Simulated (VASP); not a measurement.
Input of a VASP 6.6.1 run:

File INCAR:

```
PREC     = Accurate       # precision mode
ENCUT    = 520            # plane-wave cutoff, eV
EDIFF    = 1E-6           # SCF threshold, eV
ISMEAR   = 0              # smearing method
SIGMA    = 0.02           # smearing width, eV
LREAL    = F              # projectors in reciprocal space
LASPH    = T              # aspherical terms in the spheres
NELM     = 100            # most SCF steps
ALGO     = Normal         # electronic algorithm
ISIF     = 2              # what is computed and relaxed
LWAVE    = F              # write WAVECAR
LCHARG   = F              # write CHGCAR
GGA      = PS             # functional
IBRION   = 2              # ionic algorithm
NSW      = 80             # ionic steps
EDIFFG   = -0.004         # ionic threshold
```

KPOINTS

```
Automatic mesh
0
Gamma
  12 12 6
```

The input POSCAR:

```
Si3Ge
1.0
    3.8625000000      0.0000000000      0.0000000000
   -1.9312500000      3.3450231221      0.0000000000
    0.0000000000      0.0000000000      6.3850000000
Ge Si
1 3
Direct
    0.3333333300      0.6666666700      0.0000000000
    0.6666666700      0.3333333300      0.5000000000
    0.3333333300      0.6666666700      0.3740000000
    0.6666666700      0.3333333300      0.8740000000
```

Potentials or basis: VASP PAW PBE potentials, release 64 (Ge_d, Si).

Run with:

```bash
$ cat potpaw_PBE.64/Ge_d/POTCAR potpaw_PBE.64/Si/POTCAR > POTCAR
$ mpirun -np 1 vasp_std > vasp.out
```

(1) What does it give for the energy gained by relaxing?

(2) What does it give for the band gap on the k mesh?

## Answers

(1) 2.4 meV/atom.

(2) 0.28 eV, indirect (least direct gap 0.63 eV).
